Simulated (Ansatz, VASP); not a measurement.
# Two plane-wave programs on Cd2Se

```
Cd Se
1.0
     0.00000    3.44740    3.44740
     3.44740    0.00000    3.44740
     3.44740    3.44740    0.00000
Cd Se
2 1
Direct
  0.25000 0.25000 0.25000
  0.75000 0.75000 0.75000
  0.50000 0.50000 0.50000
```

Alike in both runs: functional PBE; k mesh 4 × 4 × 4; occupations gaussian, width 0.1 eV; no spin polarisation.

Ansatz relaxed the structure, and its values are those at the end. VASP's run is a single point on that final structure, the one shown.

|  | VASP | Ansatz |
| --- | --- | --- |
| version | VASP 6.6.1 | Ansatz 0.2.0 |
| potentials or method | VASP PAW PBE potentials, release 64 (Cd, Se), cutoff 520 eV | scalar-relativistic, plane waves, PAW |
| valence electrons in the cell | 30 | 56 |

|  | VASP | Ansatz | Ansatz less VASP |
| --- | --- | --- | --- |
| gap on the k mesh at the Fermi level (eV) | none | none | - |
| pressure (GPa) | 0.2 | 0.0 | -0.18 |

A gap of «none» marks a metal or a gap that the smearing closes. With one functional, cell and mesh, what is left measures potentials, basis and numerics. VASP's potentials hold 30 valence electrons a cell and Ansatz's 56, so a difference there can come from the potentials and not from the codes.

The k mesh is coarse, so the values compare programs but aren't converged.
